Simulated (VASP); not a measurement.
Input of a VASP 6.6.1 run:

The input INCAR:

```
SYSTEM = Ta7Mo9
PREC     = Accurate       ! precision mode
ENCUT    = 400            ! plane-wave cutoff, eV
EDIFF    = 1E-6           ! SCF threshold, eV
ISMEAR   = -1             ! smearing method
SIGMA    = 0.2758         ! smearing width, eV
LREAL    = Auto         
LASPH    = .True.         ! aspherical terms in the spheres
NELM     = 120            ! most SCF steps
ALGO     = Normal         ! electronic algorithm
ISIF     = 2              ! what is computed and relaxed
LWAVE    = .False.        ! write WAVECAR
LCHARG   = .False.        ! write CHGCAR
GGA      = PE             ! functional
NBANDS   = 116            ! bands
ISYM     = -1           
GGA_COMPAT= .False.
```

File KPOINTS:

```
explicit points
1
Reciprocal
  0.25000000   0.25000000   0.25000000 1
```

The input POSCAR:

```
Ta7Mo9
1.0
    6.4357620000      0.0753480000     -0.1865720000
    0.0753480000      6.5467160000      0.2328530000
   -0.1865720000      0.2328530000      6.2967750000
Mo Ta
9 7
Direct
    0.4918738466      0.8274478638      0.6990896403
    0.7394846775      0.5607539488      0.8884938553
    0.4519374515      0.7554587144      0.2257207930
    0.5632650837      0.2944962962      0.2062781578
   -0.0587238464      0.7286858985      0.1894031591
    0.2246378107      0.9878882120      0.9597575571
    0.0164594656      0.2483624657      0.1643323654
    0.2282851440      0.5378664288      0.9395086857
    0.2224812696      0.0399645611      0.4222056382
    1.0259781426      0.2988923392      0.6830504212
    0.0179172273      0.7877447740      0.7254089783
    0.4743813190      0.2626963568      0.7458992320
    0.2634911341      0.5302633463      0.4446192943
    0.7240059270      0.5059726910      0.4799426651
    0.7661814308     -0.0123609288      0.4190766355
    0.7782686204      0.9929121467      0.9586141415
```

Potentials or basis: VASP PAW PBE potentials, release 64 (Mo_sv, Ta_pv).

Run with:

```bash
$ cat potpaw_PBE.64/Mo_sv/POTCAR potpaw_PBE.64/Ta_pv/POTCAR > POTCAR
$ mpirun -np 1 vasp_std > vasp.out
```

Problem. What does it give for the largest force?

Solution. 5.204 eV/Å.

Problem. Estimate the band gap on the k mesh.

Solution. Zero (an odd number of electrons rules out a gap without spin polarisation).

Forces in eV/Å, atoms in the order of the input:
```
Mo  -0.923 -1.636 -0.625
Mo  -0.572 -1.939  2.421
Mo   2.505  1.224 -1.851
Mo  -1.640 -0.565 -1.927
Mo   2.858 -1.783  2.077
Mo   2.252  3.422  0.739
Mo  -1.491  1.973  0.983
Mo   2.048 -1.538  1.868
Mo   2.036 -0.607  0.737
Ta  -0.817 -2.477  1.044
Ta  -0.735 -0.837 -5.084
Ta   1.242 -0.798 -0.199
Ta  -1.459 -1.221  0.557
Ta  -0.079  0.913 -1.123
Ta  -2.048  2.729  1.287
Ta  -3.178  3.140 -0.904
```

Caveat: the atoms stand as in a frame of molecular dynamics; so wide a smearing shifts energies and pressures; spin-orbit coupling is left out, which moves the levels of the heavy elements.
